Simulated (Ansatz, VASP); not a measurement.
**Pd in VASP and in Ansatz**

INCAR

```
PREC     = Accurate       # precision mode
ENCUT    = 520            # plane-wave cutoff, eV
EDIFF    = 1E-7           # SCF threshold, eV
ISMEAR   = -1             # smearing method
SIGMA    = 0.1            # smearing width, eV
LREAL    = F              # projectors in reciprocal space
LASPH    = T              # aspherical terms in the spheres
NELM     = 60             # most SCF steps
ALGO     = Normal         # electronic algorithm
ISIF     = 2              # what is computed and relaxed
LWAVE    = F              # write WAVECAR
LCHARG   = F              # write CHGCAR
GGA      = RP             # functional
NBANDS   = 17             # bands
```

The input KPOINTS:

```
Automatic mesh
0
Gamma
  10 10 10
```

POSCAR

```
Pd
1.0
    0.0000000000      2.9100613941      2.9100613941
    2.9100613941      0.0000000000      2.9100613941
    2.9100613941      2.9100613941      0.0000000000
Pd
2
Direct
    0.1250000000      0.1250000000      0.1250000000
    0.8750000000      0.8750000000      0.8750000000
```

Input for Ansatz:

```yaml
crystal:
  lattice:
    - [0.0, 2.9100613941, 2.9100613941]
    - [2.9100613941, 0.0, 2.9100613941]
    - [2.9100613941, 2.9100613941, 0.0]
  atoms:
    - { symbol: Pd, position: [0.125, 0.125, 0.125] }
    - { symbol: Pd, position: [0.875, 0.875, 0.875] }
hamiltonian:
  xc: rpbe
  pseudopotentials:
    kind: paw
    azcp:
      Pd: "pseudopotentials/Pd.paw.azcp"
basis:
  ecutwfc: 420
  fft_grid_basis: typed
kpoints:
  mp_grid: { grid: [10, 10, 10], shift: [0, 0, 0] }
magnetization:
  spin_polarized: false
scf:
  occupations: { method: fermi_dirac, width: 0.1 }
  lower_state_search: "off"
output:
  stress: true
```

Alike in both runs: task single point; functional RPBE; k mesh 10 × 10 × 10; occupations fermi-dirac, width 0.1 eV; no spin polarisation.

```csv
,VASP,Ansatz
version,VASP 6.6.1,Ansatz 0.2.0
potentials or method,"VASP PAW PBE potentials, release 64 (Pd), cutoff 520 eV","plane waves (420 eV) with PAW, scalar-relativistic"
valence electrons in the cell,20,36
```

Ansatz gave:

```
pressure (GPa) : 2.5
```

Task: Which values does VASP return?

Result: Pressure (GPa): 2.2.

VASP's potentials were made for PBE, not for RPBE. VASP's potentials hold 20 valence electrons a cell and Ansatz's 36, so a difference there can come from the potentials and not from the codes.
